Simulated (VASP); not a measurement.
ZnO (NiAs type): single point with PBE

ZnO (NiAs type):

```
CELL_PARAMETERS angstrom
2.78069 0.00000 0.00000
-1.39034 2.40815 0.00000
0.00000 0.00000 4.91622
ATOMIC_POSITIONS crystal
Zn 0.00000 0.00000 0.00000
Zn 0.00000 0.00000 0.50000
O 0.33333 0.66667 0.25000
O 0.66667 0.33333 0.75000
```

This cell differs from its parent crystal: volume scaled by 0.8.

```yaml
Program: VASP 6.6.1
Task: single point
Functional: PBE
Potentials_or_basis: VASP PAW PBE potentials, release 64 (Zn, O)
Cutoff: 520 eV
k_mesh: 11 × 11 × 7
Occupations: fermi-dirac, width 0.08 eV
Spin: no spin polarisation
Dipole_correction: no
Further_INCAR_settings: ALGO = Normal; EDIFF = 1e-07; NBANDS = 26
```

* Pressure: 61.3 GPa
* Band gap on the k mesh: 1.65 eV, direct

Stress tensor (GPa, compression positive):
```
61.06  0.00  0.00
 0.00 61.06  0.00
 0.00  0.00 61.64
```

Levels at points of the mesh, in eV from the valence-band top:
```csv
k point,band 15,band 16,band 17,band 18,band 19,band 20,band 21,band 22
"(0.00, 0.00, 0.00)",-1.84,-1.84,0.00,0.00,1.65,6.34,9.87,15.52
```

Wall time 30 s on 1 thread of Intel(R) Xeon(R) 6975P-C (Granite Rapids) (shared host), peak memory 0.18 GiB.

 A k mesh can miss the band edges.
